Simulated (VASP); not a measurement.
# CdS (P6_3mc) in VASP: further runs

Runs on CdS. Level: PBEsol. Tasks: single point.

Program: VASP 6.6.1. These are calculated values, not measurements. Logs are shortened: lines on timing, memory, paths and dates and some standing lists are left out, and cuts for length are marked.

### 1 The cell of the first run

The structure is hexagonal, space group P6_3mc (No. 186). The conventional cell has a = 4.166 Å, b = 4.166 Å, c = 6.644 Å, α = 90.00°, β = 90.00°, γ = 120.00°. Cd (site symmetry 3m) has 4 S at 2.53 Å within 3.3 Å. Within 3.3 Å of S (site symmetry 3m) lie 4 Cd at 2.53 Å.

### 2 Single point, PBEsol (strained cell)

The input, INCAR:

```
SYSTEM = CdS
ALGO     = Normal         ! electronic algorithm
EDIFF    = 1E-6           ! SCF threshold, eV
ENCUT    = 520            ! plane-wave cutoff, eV
GGA      = PS             ! functional
ISIF     = 2              ! what is computed and relaxed
ISMEAR   = 0              ! smearing method
LASPH    = .True.         ! aspherical terms in the spheres
LCHARG   = .False.        ! write CHGCAR
LREAL    = .False.        ! projectors in reciprocal space
LWAVE    = .False.        ! write WAVECAR
NBANDS   = 26             ! bands
NELM     = 80             ! most SCF steps
PREC     = Accurate       ! precision mode
SIGMA    = 0.02           ! smearing width, eV
```

The input, KPOINTS:

```
k-points
0
Gamma
  6 6 4
  0 0 0
```

The input, POSCAR:

```
CdS
1.0
    4.1662911592      0.0000000000      0.0000000000
   -2.0831455796      3.6081139834      0.0000000000
    0.0000000000      0.0000000000      6.6439080902
Cd S
2 2
Direct
    0.3333333333      0.6666666667     -0.0021098749
    0.6666666667      0.3333333333      0.4978901251
    0.3333333333      0.6666666667      0.3791098749
    0.6666666667      0.3333333333      0.8791098749
```

Potentials or basis: VASP PAW PBE potentials, release 64 (Cd, S).

The run is started by

```console
> cat potpaw_PBE.64/Cd/POTCAR potpaw_PBE.64/S/POTCAR > POTCAR
> mpirun -np 1 vasp_std > vasp.out
```

OUTCAR:

```text
SYSTEM = CdS
   EDIFF = 1E-6
   ENCUT = 520
   GGA = PS
   ISIF = 2
   ISMEAR = 0
   LASPH = .True.
   LREAL = .False.
   NELM = 80
   PREC = Accurate

 ion  position               nearest neighbor table
   1  0.333  0.667  0.998-   4 2.53   4 2.53   4 2.53   3 2.53
   2  0.667  0.333  0.498-   3 2.53   3 2.53   3 2.53   4 2.53
   3  0.333  0.667  0.379-   2 2.53   2 2.53   2 2.53   1 2.53
   4  0.667  0.333  0.879-   1 2.53   1 2.53   1 2.53   2 2.53

  LATTYP: Found a hexagonal cell.
 ALAT       =     4.1662911592
 C/A-ratio  =     1.5946816572

  Lattice vectors:

 A1 = (   4.1662911592,   0.0000000000,   0.0000000000)
 A2 = (  -2.0831455796,   3.6081139834,   0.0000000000)
 A3 = (   0.0000000000,   0.0000000000,   6.6439080902)

Analysis of symmetry for initial positions (statically):
=====================================================================
 Subroutine PRICEL returns:
 Original cell was already a primitive cell.

 Routine SETGRP: Setting up the symmetry group for a
 hexagonal supercell.

 Subroutine GETGRP returns: Found 12 space group operations
 (whereof  6 operations were pure point group operations)
 out of a pool of 24 trial point group operations.

The static configuration has the point symmetry C_3v.
 The point group associated with its full space group is C_6v.

Analysis of symmetry for dynamics (positions and initial velocities):
=====================================================================
 Subroutine PRICEL returns:
 Original cell was already a primitive cell.

 Routine SETGRP: Setting up the symmetry group for a
 hexagonal supercell.

 Subroutine GETGRP returns: Found 12 space group operations
 (whereof  6 operations were pure point group operations)
 out of a pool of 24 trial point group operations.

The dynamic configuration has the point symmetry C_3v.
 The point group associated with its full space group is C_6v.

 Subroutine INISYM returns: Found 12 space group operations
 (whereof  6 operations are pure point group operations),
 and found     1 'primitive' translations

----------------------------------------------------------------------------------------

                                     Primitive cell

  volume of cell :      99.8742

  direct lattice vectors                    reciprocal lattice vectors
     4.166291159  0.000000000  0.000000000     0.240021631  0.138576553  0.000000000
    -2.083145580  3.608113983  0.000000000     0.000000000  0.277153107  0.000000000
     0.000000000  0.000000000  6.643908090     0.000000000  0.000000000  0.150513822

  length of vectors
     4.166291159  4.166291159  6.643908090     0.277153107  0.277153107  0.150513822

  position of ions in fractional coordinates (direct lattice)
     0.333333333  0.666666667  0.997890125
     0.666666667  0.333333333  0.497890125
     0.333333333  0.666666667  0.379109875
     0.666666667  0.333333333  0.879109875

  ion indices of the primitive-cell ions
   primitive index   ion index
                 1           1
                 2           2
                 3           3
                 4           4

----------------------------------------------------------------------------------------

 KPOINTS: k-points

Automatic generation of k-mesh.
 Grid dimensions read from file:
 generate k-points for:    6    6    4

 Generating k-lattice:

  Cartesian coordinates                     Fractional coordinates (reciprocal lattice)
     0.040003605  0.023096092  0.000000000     0.166666667  0.000000000  0.000000000
     0.000000000  0.046192184  0.000000000     0.000000000  0.166666667  0.000000000
     0.000000000  0.000000000  0.037628456     0.000000000  0.000000000  0.250000000

  Length of vectors
     0.046192184  0.046192184  0.037628456

  Shift w.r.t. Gamma in fractional coordinates (k-lattice)
     0.000000000  0.000000000  0.000000000

 Subroutine IBZKPT returns following result:
 ===========================================

 Found     21 irreducible k-points:

 Following reciprocal coordinates:
            Coordinates               Weight
  0.000000  0.000000  0.000000      1.000000
  0.166667  0.000000  0.000000      6.000000
  0.333333  0.000000  0.000000      6.000000
  0.500000  0.000000  0.000000      3.000000
  0.166667  0.166667  0.000000      6.000000
  0.333333  0.166667  0.000000     12.000000
[... 13 lines left out ...]
  0.333333  0.166667  0.500000     12.000000
  0.333333  0.333333  0.500000      2.000000
   k-points           NKPTS =     21   k-points in BZ     NKDIM =     21   number of bands    NBANDS=     26
   number of dos      NEDOS =    301   number of ions     NIONS =      4
   total plane-waves  NPLWV =  51200
   dimension x,y,z NGX =    32 NGY =   32 NGZ =   50
   dimension x,y,z NGXF=    64 NGYF=   64 NGZF=  100
   ions per type =               2   2
   NGX,Y,Z   is equivalent  to a cutoff of  12.77, 12.77, 12.51 a.u.
   NGXF,Y,Z  is equivalent  to a cutoff of  25.54, 25.54, 25.02 a.u.
 SYSTEM =  CdS
   PREC   = accura    normal or accurate (medium, high low for compatibility)
   ISTART =      0    job   : 0-new  1-cont  2-samecut
   ICHARG =      2    charge: 1-file 2-atom 10-const
   ISPIN  =      1    spin polarized calculation?
   LNONCOLLINEAR =      F non collinear calculations
   LSORBIT =      F    spin-orbit coupling
   LASPH  =      T    aspherical Exc in radial PAW
   ENCUT  =  520.0 eV  38.22 Ry    6.18 a.u.   7.75  7.75 12.35*2*pi/ulx,y,z
   NELM   =     80;   NELMIN=  2; NELMDL= -5     # of ELM steps
   EDIFF  = 0.1E-05   stopping-criterion for ELM
   LREAL  =      F    real-space projection
   EDIFFG = 0.1E-04   stopping-criterion for IOM
   NSW    =      0    number of steps for IOM
   IBRION =     -1    ionic relax: 0-MD 1-quasi-New 2-CG
   NFREE  =      0    steps in history (QN), initial steepest desc. (CG)
   ISIF   =      2    stress and relaxation
   ISYM   =      2    0-nonsym 1-usesym 2-fastsym
   POTIM  = 0.5000    time-step for ionic-motion
   TEBEG  =    0.0;   TEEND  =   0.0 temperature during run
   PSTRESS=    0.0 pullay stress
   NELECT =      36.0000    total number of electrons
   NUPDOWN=      -1.0000    fix difference up-down
   EMIN   =  10.00;   EMAX   =-10.00  energy-range for DOS
   EFERMI =   0.00;   METHOD = LEGACY
   ISMEAR =     0;   SIGMA  =   0.02  broadening in eV -4-tet -1-fermi 0-gaus
   EFERMI_NEDOS =   21; number of points for ismear=-14 and -15
   IALGO  =     38    algorithm
   IMIX   =      4    mixing-type and parameters
     AMIX     =   0.40;   BMIX     =  1.00
     AMIX_MAG =   1.60;   BMIX_MAG =  1.00
  volume/ion in A,a.u.               =      24.97       168.50
  Fermi-wavevector in a.u.,A,eV,Ry     =   1.165086  2.201693 18.468881  1.357424
  Thomas-Fermi vector in A             =   2.301616
   LORBIT       =      0    0 simple, 1 ext, 2 COOP (PROOUT), +10 PAW based schemes
   GGA     = PS    functional components
   LHFCALC =     F    Hartree Fock is set to
   AEXX    =    0.0000 exact exchange contribution
   IVDW    =     0    specifies the selected vdW correction
   LEPSILON=     F    determine dielectric tensor
   LRPA    =     F    only Hartree local field effects (RPA)
 non-spin polarized calculation
 Gauss-broadening in eV      SIGMA  =   0.02
  energy-cutoff  :      520.00
  volume of cell :       99.87
 maximum number of plane-waves:      2712
 NGX is ok and might be reduce to    32
   NGX = 15   NGY = 15   NGZ = 25

 number of electron      36.0000004 magnetization

 Free energy of the ion-electron system (eV)
  ---------------------------------------------------
  ext. energy  EPLUGINS =         0.00000000
  ---------------------------------------------------
  free energy    TOTEN  =       -13.62684880 eV

  energy without entropy =      -13.62684880  energy(sigma->0) =      -13.62684880

 E-fermi :   1.2501     XC(G=0):  -9.3381

 val. band max:        1.1454624031   @ k =   0.0000   0.0000   0.0000
 cond. band min:       2.2367507971   @ k =   0.0000   0.0000   0.0000
 fundamental gap:      1.0912883940
 Fermi energy:         1.2500953508

 k-point     1 :       0.0000    0.0000    0.0000
  band No.  band energies     occupation
      1     -11.1911      2.00000
      2     -10.7392      2.00000
      3      -6.5238      2.00000
      4      -6.5238      2.00000
      5      -6.5156      2.00000
      6      -6.4413      2.00000
[... 18 lines left out ...]
     25       8.5915      0.00000
     26       8.8425      0.00000

 k-point     2 :       0.1667    0.0000    0.0000
  band No.  band energies     occupation
      1     -11.0959      2.00000
      2     -10.7000      2.00000
      3      -6.4947      2.00000
      4      -6.4852      2.00000
      5      -6.4445      2.00000
      6      -6.3939      2.00000
[... 18 lines left out ...]
     25       8.6152      0.00000
     26       9.1752      0.00000

 k-point     3 :       0.3333    0.0000    0.0000
  band No.  band energies     occupation
      1     -10.8891      2.00000
      2     -10.6360      2.00000
      3      -6.4420      2.00000
      4      -6.4250      2.00000
      5      -6.2978      2.00000
      6      -6.2763      2.00000
[... 18 lines left out ...]
     25       9.3661      0.00000
     26       9.9794      0.00000

 k-point     4 :       0.5000    0.0000    0.0000
  band No.  band energies     occupation
      1     -10.7656      2.00000
      2     -10.6235      2.00000
      3      -6.4278      2.00000
      4      -6.4061      2.00000
      5      -6.2232      2.00000
      6      -6.2173      2.00000
[... 18 lines left out ...]
     25       9.5732      0.00000
     26      11.0601      0.00000
[... 409 lines left out ...]
      1     -10.7860      2.00000
      2     -10.7860      2.00000
      3      -6.3991      2.00000
      4      -6.3991      2.00000
      5      -6.3725      2.00000
      6      -6.3725      2.00000
[... 18 lines left out ...]
     25       9.0384      0.00000
     26       9.0384      0.00000

 k-point    20 :       0.3333    0.1667    0.5000
  band No.  band energies     occupation
      1     -10.6826      2.00000
      2     -10.6826      2.00000
      3      -6.3736      2.00000
      4      -6.3736      2.00000
      5      -6.3182      2.00000
      6      -6.3182      2.00000
[... 18 lines left out ...]
     25       9.4943      0.00000
     26       9.4943      0.00000

 k-point    21 :       0.3333    0.3333    0.5000
  band No.  band energies     occupation
      1     -10.6493      2.00000
      2     -10.6493      2.00000
      3      -6.3446      2.00000
      4      -6.3446      2.00000
      5      -6.3141      2.00000
      6      -6.3141      2.00000
[... 18 lines left out ...]
     25      10.3815      0.00000
     26      10.3821      0.00000

------------------------ aborting loop because EDIFF is reached ----------------------------------------

  FORCE on cell =-STRESS in cart. coord.  units (eV):
  Direction    XX          YY          ZZ          XY          YZ          ZX
  --------------------------------------------------------------------------------------
  -------------------------------------------------------------------------------------
  Total       -0.3587433     -0.3587433      0.2372276      0.0000000      0.0000000      0.0000000
  in kB       -5.7549418     -5.7549418      3.8055924      0.0000000      0.0000000      0.0000000
  external PRESSURE =      -2.5680971 kB  Pullay stress =       0.0000000 kB

 VOLUME and BASIS-vectors are now :
 -----------------------------------------------------------------------------
  energy-cutoff  :      520.00
  volume of cell :       99.87
      direct lattice vectors                 reciprocal lattice vectors
     4.166291159  0.000000000  0.000000000     0.240021631  0.138576553  0.000000000
    -2.083145580  3.608113983  0.000000000     0.000000000  0.277153107  0.000000000
     0.000000000  0.000000000  6.643908090     0.000000000  0.000000000  0.150513822

 POSITION                                       TOTAL-FORCE (eV/Angst)
 -----------------------------------------------------------------------------------
     -0.00000      2.40541      6.62989        -0.000000     -0.000000     -0.000646
      2.08315      1.20270      3.30794         0.000000     -0.000000     -0.000646
     -0.00000      2.40541      2.51877        -0.000000      0.000000      0.000646
      2.08315      1.20270      5.84073         0.000000      0.000000      0.000646
 -----------------------------------------------------------------------------------
    total drift:                               -0.000000     -0.000000      0.000775

  FREE ENERGIE OF THE ION-ELECTRON SYSTEM (eV)
  ---------------------------------------------------
  free  energy   TOTEN  =       -13.6268488030 eV

  energy  without entropy=      -13.6268488030  energy(sigma->0) =      -13.62684880
```

Wall time 20 s (1 thread of Intel Xeon 6975P-C (Granite Rapids), shared host); peak memory 0.23 GiB.

What came out:

```
Free energy            : -13.6268 eV
Pressure               : -0.3 GPa
Band gap on the k mesh : 1.09 eV
```

Stress tensor (GPa, compression positive):
```
-0.58  0.00  0.00
 0.00 -0.58  0.00
 0.00  0.00  0.38
```

Levels at points of the mesh, in eV from the valence-band top:
| k point | band 15 | band 16 | band 17 | band 18 | band 19 | band 20 | band 21 | band 22 |
| --- | --- | --- | --- | --- | --- | --- | --- | --- |
| (0.00, 0.00, 0.00) | -0.80 | -0.01 | -0.01 | 0.00 | 1.09 | 2.53 | 6.30 | 6.30 |
| (0.50, 0.00, 0.00) | -2.65 | -1.94 | -1.28 | -0.78 | 3.65 | 3.67 | 5.07 | 6.41 |
| (0.00, 0.00, 0.50) | -0.42 | -0.42 | -0.42 | -0.42 | 2.71 | 2.71 | 6.12 | 6.12 |
| (0.50, 0.00, 0.50) | -1.39 | -1.39 | -1.26 | -1.26 | 3.40 | 3.40 | 5.27 | 5.27 |

Caveat: the cell differs from its parent crystal (strained cell); the PAW data sets were made with another functional, which shifts forces and pressure a little.

### 3 Single point, PBEsol

The input, INCAR:

```
SYSTEM = CdS
PREC = Accurate
ENCUT = 520
EDIFF = 1E-6
ISMEAR = 0
SIGMA = 0.01
LREAL = .FALSE.
LASPH = .TRUE.
NELM = 100
ALGO = Normal
ISIF = 2
LWAVE = .FALSE.
LCHARG = .FALSE.
GGA = PS
NBANDS = 26
```

The input, KPOINTS:

```
regular mesh
0
G
  6 6 4
  0 0 0
```

POSCAR is that of step 2.

Potentials or basis: VASP PAW PBE potentials, release 64 (Cd, S).

The run is started by

```console
> cat potpaw_PBE.64/Cd/POTCAR potpaw_PBE.64/S/POTCAR > POTCAR
> mpirun -np 1 vasp_std > vasp.out
```

It took 21 s on 1 thread of Intel Xeon 6975P-C (Granite Rapids), shared host; peak memory 0.23 GiB.

Results (log left out):

```
Free energy            : -13.6268 eV
Pressure               : -0.3 GPa
Band gap on the k mesh : 1.09 eV
```

Stress tensor (GPa, compression positive):
```
-0.58  0.00  0.00
 0.00 -0.58  0.00
 0.00  0.00  0.38
```

Levels at points of the mesh, in eV from the valence-band top:
| k point | band 16 | band 17 | band 18 | band 19 | band 20 | band 21 |
| --- | --- | --- | --- | --- | --- | --- |
| (0.00, 0.00, 0.00) | -0.01 | -0.01 | 0.00 | 1.09 | 2.53 | 6.30 |
| (0.50, 0.00, 0.00) | -1.94 | -1.28 | -0.78 | 3.65 | 3.67 | 5.07 |
| (0.00, 0.00, 0.50) | -0.42 | -0.42 | -0.42 | 2.71 | 2.71 | 6.12 |
| (0.50, 0.00, 0.50) | -1.39 | -1.26 | -1.26 | 3.40 | 3.40 | 5.27 |

Caveat: the PAW data sets were made with another functional, which shifts forces and pressure a little.

(Continued in part 2 of 2.)
